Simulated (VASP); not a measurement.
# Ge4H: single point with PBE+D3(BJ)

Ge4H, a slab with vacuum:

```
Ge H
1.0
     4.03036    0.00000    0.00000
     0.00000    4.03036    0.00000
     0.00000    0.00000   21.64166
Ge H
4 1
Direct
  0.00000 0.50000 0.18483
  0.00000 0.00000 0.25067
  0.50000 0.00000 0.31966
  0.50000 0.50000 0.38544
  0.50000 0.62500 0.50096
```

```json
{
  "Program": "VASP 6.6.1",
  "Task": "single point",
  "Functional": "PBE",
  "Dispersion": "D3(BJ)",
  "Potentials or basis": "VASP PAW PBE potentials, release 64 (Ge_d, H)",
  "Cutoff": "520 eV",
  "k mesh": "7 × 7 × 1",
  "Occupations": "gaussian, width 0.1 eV",
  "Spin": "no spin polarisation",
  "Dipole correction": "yes",
  "Further INCAR settings": "ALGO = Normal; EDIFF = 1e-06; NBANDS = 36"
}
```

```yaml
Largest_force: 1.860 eV/Å
Dispersion_energy_per_atom: -0.179 eV
```

Forces on the atoms (eV/Å):
```
Ge   0.000  0.022 -0.253
Ge   0.000  0.068  0.239
Ge   0.000 -0.168  0.279
Ge   0.000  0.515  1.543
H    0.000 -0.437 -1.808
```

Levels at points of the mesh, in eV from the Fermi level:
```tsv
k point	band 24	band 25	band 26	band 27	band 28	band 29	band 30	band 31	band 32	band 33
(0.00, 0.00, 0.00)	-3.07	-1.88	-1.61	-1.01	-0.43	1.10	1.21	1.79	1.98	2.61
```

It took 7.5 min on 1 thread of Intel(R) Xeon(R) 6975P-C (Granite Rapids) (shared host), peak memory 0.47 GiB.
